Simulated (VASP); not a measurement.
Input of a VASP 6.6.1 run:

The input INCAR:

```
PREC = Accurate ; ENCUT = 520
EDIFF = 1E-6 ; ISMEAR = -1
SIGMA = 0.15 ; LREAL = False
LASPH = True ; NELM = 60
ALGO = Normal ; ISIF = 2
LWAVE = False ; LCHARG = True
GGA = PS ; LELF = True
LVHAR = True ; NBANDS = 12
```

Contents of KPOINTS:

```
Automatic mesh
0
Gamma
  20 20 20
```

POSCAR

```
Ta
1.0
   -1.6341325629      1.6341325629      1.6341325629
    1.6341325629     -1.6341325629      1.6341325629
    1.6341325629      1.6341325629     -1.6341325629
Ta
1
Direct
    0.0000000000      0.0000000000      0.0000000000
```

Potentials or basis: VASP PAW PBE potentials, release 64 (Ta_pv).

The run is started by

```console
$ cat potpaw_PBE.64/Ta_pv/POTCAR > POTCAR
$ mpirun -np 1 vasp_std > vasp.out
```

Problem. Estimate the pressure.

Solution. 3.2 GPa.

Problem. Predict the band gap on the k mesh.

Solution. Zero (an odd number of electrons rules out a gap without spin polarisation).

Caveat: the cell stands under pressure; the PAW data sets were made with another functional, which shifts forces and pressure a little; spin-orbit coupling is left out, which moves the levels of the heavy elements.
